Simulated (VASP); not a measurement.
# SbTePd (P2_13) in VASP: single point with r2SCAN

Aim: the single point of SbTePd with r2SCAN.

Everything below comes from runs of VASP 6.6.1. Logs are shortened: lines on timing, memory, paths and dates and some standing lists are left out, and cuts for length are marked.

**1. The cell of the first run**

The structure is cubic, space group P2_13 (No. 198). The conventional cell has a = 6.614 Å, b = 6.614 Å, c = 6.614 Å, α = 90.00°, β = 90.00°, γ = 90.00°. Sb (site symmetry 3) has 3 Pd at 2.71 Å and 7 Te at 2.87 to 3.70 Å within 3.7 Å. Within 3.7 Å of Te (site symmetry 3) lie 3 Pd at 2.77 Å and 7 Sb at 2.87 to 3.70 Å. Within 3.6 Å of Pd (site symmetry 3) lie 3 Sb at 2.71 Å and 3 Te at 2.77 Å.

**2. Single point, r2SCAN**

POSCAR reads:

```
SbTePd
1.0
    6.6142771500      0.0000000000      0.0000000000
    0.0000000000      6.6142771500      0.0000000000
    0.0000000000      0.0000000000      6.6142771500
Sb Te Pd
4 4 4
Direct
    0.6253423100      0.6253423100      0.6253423100
    0.8746576900      0.3746576900      0.1253423100
    0.1253423100      0.8746576900      0.3746576900
    0.3746576900      0.1253423100      0.8746576900
    0.3744222700      0.3744222700      0.3744222700
    0.1255777300      0.6255777300      0.8744222700
    0.8744222700      0.1255777300      0.6255777300
    0.6255777300      0.8744222700      0.1255777300
    1.0048597600      1.0048597600      1.0048597600
    0.4951402400     -0.0048597600      0.5048597600
    0.5048597600      0.4951402400     -0.0048597600
   -0.0048597600      0.5048597600      0.4951402400
```

INCAR.step1 reads:

```
  ALGO = Normal
  EDIFF = 1E-4
  ENCUT = 520
  GGA = PE
  ISMEAR = -1
  LASPH = T
  LCHARG = F
  LREAL = F
  LWAVE = T
  NBANDS = 54
  NELM = 80
  PREC = Accurate
  SIGMA = 0.1
```

INCAR.step2 reads:

```
  ALGO = Normal
  EDIFF = 1E-7
  ENCUT = 520
  ISIF = 2
  ISMEAR = -1
  ISTART = 1
  LASPH = T
  LCHARG = F
  LMIXTAU = T
  LREAL = F
  LWAVE = F
  METAGGA = R2SCAN
  NBANDS = 54
  NELM = 80
  PREC = Accurate
  SIGMA = 0.1
```

KPOINTS reads:

```
k-points
0
Gamma
  5 5 5
```

Potentials or basis: VASP PAW PBE potentials, release 64 (Sb, Te, Pd).

On the command line:

```bash
$ cat potpaw_PBE.64/Sb/POTCAR potpaw_PBE.64/Te/POTCAR potpaw_PBE.64/Pd/POTCAR > POTCAR
$ cp INCAR.step1 INCAR
$ mpirun -np 1 vasp_std > vasp.out
$ cp INCAR.step2 INCAR
$ mpirun -np 1 vasp_std > vasp.out
```

OUTCAR:

```text
EDIFF = 1E-7
   ENCUT = 520
   ISIF = 2
   ISMEAR = -1
   ISTART = 1
   LASPH = T
   LREAL = F
   METAGGA = R2SCAN
   NELM = 80
   PREC = Accurate

 ion  position               nearest neighbor table
   1  0.625  0.625  0.625-  10 2.71  11 2.71  12 2.71   5 2.87   6 3.69   7 3.69   8 3.69   7 3.70
                             8 3.70   6 3.70
   2  0.875  0.375  0.125-   9 2.71  11 2.71  12 2.71   6 2.87   5 3.69   7 3.69   8 3.69   7 3.70
                             8 3.70   5 3.70
   3  0.125  0.875  0.375-   9 2.71  10 2.71  12 2.71   7 2.87   6 3.69   5 3.69   8 3.69   8 3.70
                             6 3.70   5 3.70
   4  0.375  0.125  0.875-   9 2.71  10 2.71  11 2.71   8 2.87   6 3.69   7 3.69   5 3.69   6 3.70
                             5 3.70   7 3.70
   5  0.374  0.374  0.374-  10 2.77  11 2.77  12 2.77   1 2.87   2 3.69   3 3.69   4 3.69   3 3.70
                             4 3.70   2 3.70
   6  0.126  0.626  0.874-   9 2.77  11 2.77  12 2.77   2 2.87   1 3.69   3 3.69   4 3.69   3 3.70
                             4 3.70   1 3.70
   7  0.874  0.126  0.626-   9 2.77  10 2.77  12 2.77   3 2.87   2 3.69   1 3.69   4 3.69   4 3.70
                             2 3.70   1 3.70
   8  0.626  0.874  0.126-   9 2.77  10 2.77  11 2.77   4 2.87   2 3.69   3 3.69   1 3.69   2 3.70
                             1 3.70   3 3.70
   9  0.005  0.005  0.005-   2 2.71   3 2.71   4 2.71   6 2.77   7 2.77   8 2.77
  10  0.495  0.995  0.505-   1 2.71   3 2.71   4 2.71   5 2.77   7 2.77   8 2.77
  11  0.505  0.495  0.995-   1 2.71   2 2.71   4 2.71   5 2.77   6 2.77   8 2.77
  12  0.995  0.505  0.495-   1 2.71   2 2.71   3 2.71   5 2.77   6 2.77   7 2.77

  LATTYP: Found a simple cubic cell.
 ALAT       =     6.6142771500

  Lattice vectors:

 A1 = (   6.6142771500,   0.0000000000,   0.0000000000)
 A2 = (   0.0000000000,   6.6142771500,   0.0000000000)
 A3 = (   0.0000000000,   0.0000000000,   6.6142771500)

Analysis of symmetry for initial positions (statically):
=====================================================================
 Subroutine PRICEL returns:
 Original cell was already a primitive cell.

 Routine SETGRP: Setting up the symmetry group for a
 simple cubic supercell.

 Subroutine GETGRP returns: Found 12 space group operations
 (whereof  3 operations were pure point group operations)
 out of a pool of 48 trial point group operations.

The static configuration has the point symmetry C_3 .
 The point group associated with its full space group is T   .

Analysis of symmetry for dynamics (positions and initial velocities):
=====================================================================
 Subroutine PRICEL returns:
 Original cell was already a primitive cell.

 Routine SETGRP: Setting up the symmetry group for a
 simple cubic supercell.

 Subroutine GETGRP returns: Found 12 space group operations
 (whereof  3 operations were pure point group operations)
 out of a pool of 48 trial point group operations.

The dynamic configuration has the point symmetry C_3 .
 The point group associated with its full space group is T   .

 Subroutine INISYM returns: Found 12 space group operations
 (whereof  3 operations are pure point group operations),
 and found     1 'primitive' translations

----------------------------------------------------------------------------------------

                                     Primitive cell

  volume of cell :     289.3658

  direct lattice vectors                    reciprocal lattice vectors
     6.614277150  0.000000000  0.000000000     0.151188101  0.000000000  0.000000000
     0.000000000  6.614277150  0.000000000     0.000000000  0.151188101  0.000000000
     0.000000000  0.000000000  6.614277150     0.000000000  0.000000000  0.151188101

  length of vectors
     6.614277150  6.614277150  6.614277150     0.151188101  0.151188101  0.151188101

  position of ions in fractional coordinates (direct lattice)
     0.625342310  0.625342310  0.625342310
     0.874657690  0.374657690  0.125342310
     0.125342310  0.874657690  0.374657690
     0.374657690  0.125342310  0.874657690
     0.374422270  0.374422270  0.374422270
     0.125577730  0.625577730  0.874422270
     0.874422270  0.125577730  0.625577730
     0.625577730  0.874422270  0.125577730
     0.004859760  0.004859760  0.004859760
     0.495140240  0.995140240  0.504859760
     0.504859760  0.495140240  0.995140240
     0.995140240  0.504859760  0.495140240

  ion indices of the primitive-cell ions
   primitive index   ion index
                 1           1
                 2           2
                 3           3
                 4           4
                 5           5
                 6           6
                 7           7
                 8           8
                 9           9
                10          10
                11          11
                12          12

----------------------------------------------------------------------------------------

 KPOINTS: k-points

Automatic generation of k-mesh.
 Grid dimensions read from file:
 generate k-points for:    5    5    5

 Generating k-lattice:

  Cartesian coordinates                     Fractional coordinates (reciprocal lattice)
     0.030237620  0.000000000  0.000000000     0.200000000  0.000000000  0.000000000
     0.000000000  0.030237620  0.000000000     0.000000000  0.200000000  0.000000000
     0.000000000  0.000000000  0.030237620     0.000000000  0.000000000  0.200000000

  Length of vectors
     0.030237620  0.030237620  0.030237620

  Shift w.r.t. Gamma in fractional coordinates (k-lattice)
     0.000000000  0.000000000  0.000000000

 Subroutine IBZKPT returns following result:
 ===========================================

 Found     11 irreducible k-points:

 Following reciprocal coordinates:
            Coordinates               Weight
  0.000000  0.000000  0.000000      1.000000
  0.200000  0.000000  0.000000      6.000000
  0.400000  0.000000  0.000000      6.000000
  0.200000  0.200000  0.000000     12.000000
  0.400000  0.200000  0.000000     12.000000
 -0.200000  0.400000  0.000000     12.000000
  0.400000  0.400000  0.000000     12.000000
  0.200000  0.200000  0.200000      8.000000
  0.400000  0.200000  0.200000     24.000000
  0.400000  0.400000  0.200000     24.000000
  0.400000  0.400000  0.400000      8.000000
   k-points           NKPTS =     11   k-points in BZ     NKDIM =     11   number of bands    NBANDS=     54
   number of dos      NEDOS =    301   number of ions     NIONS =     12
   total plane-waves  NPLWV = 125000
   dimension x,y,z NGX =    50 NGY =   50 NGZ =   50
   dimension x,y,z NGXF=   100 NGYF=  100 NGZF=  100
   ions per type =               4   4   4
   NGX,Y,Z   is equivalent  to a cutoff of  12.57, 12.57, 12.57 a.u.
   NGXF,Y,Z  is equivalent  to a cutoff of  25.13, 25.13, 25.13 a.u.
 SYSTEM =  unknown system
   PREC   = accura    normal or accurate (medium, high low for compatibility)
   ISTART =      1    job   : 0-new  1-cont  2-samecut
   ICHARG =      0    charge: 1-file 2-atom 10-const
   ISPIN  =      1    spin polarized calculation?
   LNONCOLLINEAR =      F non collinear calculations
   LSORBIT =      F    spin-orbit coupling
   LASPH  =      T    aspherical Exc in radial PAW
   ENCUT  =  520.0 eV  38.22 Ry    6.18 a.u.  12.30 12.30 12.30*2*pi/ulx,y,z
   NELM   =     80;   NELMIN=  2; NELMDL=  0     # of ELM steps
   EDIFF  = 0.1E-06   stopping-criterion for ELM
   LREAL  =      F    real-space projection
   EDIFFG = 0.1E-05   stopping-criterion for IOM
   NSW    =      0    number of steps for IOM
   IBRION =     -1    ionic relax: 0-MD 1-quasi-New 2-CG
   NFREE  =      0    steps in history (QN), initial steepest desc. (CG)
   ISIF   =      2    stress and relaxation
   ISYM   =      2    0-nonsym 1-usesym 2-fastsym
   POTIM  = 0.5000    time-step for ionic-motion
   TEBEG  =    0.0;   TEEND  =   0.0 temperature during run
   PSTRESS=    0.0 pullay stress
   NELECT =      84.0000    total number of electrons
   NUPDOWN=      -1.0000    fix difference up-down
   EMIN   =  10.00;   EMAX   =-10.00  energy-range for DOS
   EFERMI =   0.00;   METHOD = LEGACY
   ISMEAR =    -1;   SIGMA  =   0.10  broadening in eV -4-tet -1-fermi 0-gaus
   EFERMI_NEDOS =   21; number of points for ismear=-14 and -15
   IALGO  =     38    algorithm
   IMIX   =      4    mixing-type and parameters
     AMIX     =   0.40;   BMIX     =  1.00
     AMIX_MAG =   1.60;   BMIX_MAG =  1.00
  volume/ion in A,a.u.               =      24.11       162.73
  Fermi-wavevector in a.u.,A,eV,Ry     =   1.083974  2.048414 15.986841  1.175000
  Thomas-Fermi vector in A             =   2.220053
   LORBIT       =      0    0 simple, 1 ext, 2 COOP (PROOUT), +10 PAW based schemes
   METAGGA = R2SCAN    functional components
   LHFCALC =     F    Hartree Fock is set to
   AEXX    =    0.0000 exact exchange contribution
   IVDW    =     0    specifies the selected vdW correction
   LEPSILON=     F    determine dielectric tensor
   LRPA    =     F    only Hartree local field effects (RPA)
 non-spin polarized calculation
  energy-cutoff  :      520.00
  volume of cell :      289.37
 maximum number of plane-waves:      7813
 NGX is ok and might be reduce to    50
   NGX = 25   NGY = 25   NGZ = 25

 number of electron      84.0000002 magnetization

 Free energy of the ion-electron system (eV)
  ---------------------------------------------------
  ext. energy  EPLUGINS =         0.00000000
  ---------------------------------------------------
  free energy    TOTEN  =      -300.94756280 eV

  energy without entropy =     -300.78399366  energy(sigma->0) =     -300.86577823

 E-fermi :   8.2699     XC(G=0): -11.0920

 val. band max:        8.2261962420   @ k =   0.4000   0.4000   0.0000
 cond. band min:       8.2901181820   @ k =  -0.2000   0.4000   0.0000
 fundamental gap:      0.0639219399
 Fermi energy:         8.2698782213

 k-point     1 :       0.0000    0.0000    0.0000
  band No.  band energies     occupation
      1      -5.3919      2.00000
      2      -3.8862      2.00000
      3      -3.8862      2.00000
      4      -3.8862      2.00000
      5      -1.5268      2.00000
      6      -1.5268      2.00000
[... 46 lines left out ...]
     53      13.6295      0.00000
     54      13.9292      0.00000

 k-point     2 :       0.2000    0.0000    0.0000
  band No.  band energies     occupation
      1      -5.2814      2.00000
      2      -4.1211      2.00000
      3      -3.8560      2.00000
      4      -3.7956      2.00000
      5      -1.7130      2.00000
      6      -1.4924      2.00000
[... 46 lines left out ...]
     53      13.5113      0.00000
     54      13.8625      0.00000

 k-point     3 :       0.4000    0.0000    0.0000
  band No.  band energies     occupation
      1      -4.9707      2.00000
      2      -4.5340      2.00000
      3      -3.7944      2.00000
      4      -3.7640      2.00000
      5      -1.6767      2.00000
      6      -1.4815      2.00000
[... 46 lines left out ...]
     53      13.1027      0.00000
     54      13.2575      0.00000
[... 343 lines left out ...]
 k-point    10 :       0.4000    0.4000    0.2000
  band No.  band energies     occupation
      1      -4.5390      2.00000
      2      -4.3168      2.00000
      3      -4.0451      2.00000
      4      -3.9419      2.00000
      5      -1.9478      2.00000
      6      -1.8224      2.00000
[... 46 lines left out ...]
     53      12.8481      0.00000
     54      13.0720      0.00000

 k-point    11 :       0.4000    0.4000    0.4000
  band No.  band energies     occupation
      1      -4.3428      2.00000
      2      -4.2047      2.00000
      3      -4.0719      2.00000
      4      -3.9998      2.00000
      5      -2.0172      2.00000
      6      -1.9209      2.00000
[... 46 lines left out ...]
     53      12.9359      0.00000
     54      13.2602      0.00000

------------------------ aborting loop because EDIFF is reached ----------------------------------------

  FORCE on cell =-STRESS in cart. coord.  units (eV):
  Direction    XX          YY          ZZ          XY          YZ          ZX
  --------------------------------------------------------------------------------------
  -------------------------------------------------------------------------------------
  Total       -0.2727145     -0.2727145     -0.2727145      0.0000000      0.0000000      0.0000000
  in kB       -1.5099817     -1.5099817     -1.5099817      0.0000000      0.0000000      0.0000000
  external PRESSURE =      -1.5099817 kB  Pullay stress =       0.0000000 kB

 VOLUME and BASIS-vectors are now :
 -----------------------------------------------------------------------------
  energy-cutoff  :      520.00
  volume of cell :      289.37
      direct lattice vectors                 reciprocal lattice vectors
     6.614277150  0.000000000  0.000000000     0.151188101  0.000000000  0.000000000
     0.000000000  6.614277150  0.000000000     0.000000000  0.151188101  0.000000000
     0.000000000  0.000000000  6.614277150     0.000000000  0.000000000  0.151188101

 POSITION                                       TOTAL-FORCE (eV/Angst)
 -----------------------------------------------------------------------------------
      4.13619      4.13619      4.13619         0.019813      0.019813      0.019813
      5.78523      2.47809      0.82905        -0.019813     -0.019813      0.019813
      0.82905      5.78523      2.47809         0.019813     -0.019813     -0.019813
      2.47809      0.82905      5.78523        -0.019813      0.019813     -0.019813
      2.47653      2.47653      2.47653        -0.008329     -0.008329     -0.008329
      0.83061      4.13774      5.78367         0.008329      0.008329     -0.008329
      5.78367      0.83061      4.13774        -0.008329      0.008329      0.008329
      4.13774      5.78367      0.83061         0.008329     -0.008329      0.008329
      0.03214      0.03214      0.03214         0.001622      0.001622      0.001622
      3.27499      6.58213      3.33928        -0.001622     -0.001622      0.001622
      3.33928      3.27499      6.58213         0.001622     -0.001622     -0.001622
      6.58213      3.33928      3.27499        -0.001622      0.001622     -0.001622
 -----------------------------------------------------------------------------------
    total drift:                               -0.000000     -0.000000     -0.000000

  FREE ENERGIE OF THE ION-ELECTRON SYSTEM (eV)
  ---------------------------------------------------
  free  energy   TOTEN  =      -300.9475627974 eV

  energy  without entropy=     -300.7839936612  energy(sigma->0) =     -300.86577823
```

Wall time 11 min (1 thread of AMD EPYC 7R13 (Zen 3), shared host); peak memory 0.44 GiB.

Results:

```
Free energy            : -300.9476 eV
Pressure               : -0.2 GPa
Largest force          : 0.034 eV/Å
Band gap on the k mesh : zero (bands 42 and 43 overlap by 1.28 eV)
```

Forces on the atoms (eV/Å):
```
Sb   0.020  0.020  0.020
Sb  -0.020 -0.020  0.020
Sb   0.020 -0.020 -0.020
Sb  -0.020  0.020 -0.020
Te  -0.008 -0.008 -0.008
Te   0.008  0.008 -0.008
Te  -0.008  0.008  0.008
Te   0.008 -0.008  0.008
Pd   0.002  0.002  0.002
Pd  -0.002 -0.002  0.002
Pd   0.002 -0.002 -0.002
Pd  -0.002  0.002 -0.002
```

Levels at points of the mesh, in eV from the Fermi level:
| k point | band 40 | band 41 | band 42 | band 43 | band 44 | band 45 |
| --- | --- | --- | --- | --- | --- | --- |
| (0.00, 0.00, 0.00) | -1.30 | -1.10 | -1.10 | -1.10 | 0.43 | 1.82 |

Caveat: the PAW data sets were made with another functional, which shifts forces and pressure a little; spin-orbit coupling is left out, which moves the levels of the heavy elements.

The gap in the log of VASP goes by the Fermi energy; the results here count the filled bands.